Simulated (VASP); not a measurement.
Input of a VASP 6.6.1 run:

Contents of POSCAR:

```
Pt
1.0
    2.7129389203      0.0000000000      0.0000000000
   -1.3564694602      2.3494740239      0.0000000000
    0.0000000000      0.0000000000      4.6979405710
Pt
2
Direct
    0.6666666667      0.3333333333      0.7500000000
    0.3333333333      0.6666666667      0.2500000000
```

Contents of INCAR.step1:

```
  PREC = Accurate
  ENCUT = 520
  ISMEAR = 1
  SIGMA = 0.1
  LREAL = F
  LASPH = T
  NELM = 100
  NBANDS = 17
  GGA = PE
  ALGO = Normal
  EDIFF = 1E-4
  LWAVE = T
  LCHARG = F
```

Contents of INCAR.step2:

```
  PREC = Accurate
  ENCUT = 520
  EDIFF = 1E-6
  ISMEAR = 1
  SIGMA = 0.1
  LREAL = F
  LASPH = T
  NELM = 100
  ALGO = Normal
  ISIF = 2
  LWAVE = F
  LCHARG = F
  METAGGA = R2SCAN
  LMIXTAU = T
  NBANDS = 17
  ISTART = 1
```

KPOINTS

```
regular mesh
0
Gamma
  14 14 7
```

Potentials or basis: VASP PAW PBE potentials, release 64 (Pt).

Command:

```sh
$ cat potpaw_PBE.64/Pt/POTCAR > POTCAR
$ cp INCAR.step1 INCAR
$ mpirun -np 1 vasp_std > vasp.out
$ cp INCAR.step2 INCAR
$ mpirun -np 1 vasp_std > vasp.out
```

**Question.** Predict the pressure.

**Answer.** 8.8 GPa.

**Question.** Estimate the band gap on the k mesh.

**Answer.** Zero (band 10 reaches 11.69 eV, above the bottom of band 11 at 10.26 eV).

Stress tensor (GPa, compression positive):
```
8.86 0.00 0.00
0.00 8.86 0.00
0.00 0.00 8.66
```

Caveat: the PAW data sets were made with another functional, which shifts forces and pressure a little; spin-orbit coupling is left out, which moves the levels of the heavy elements.
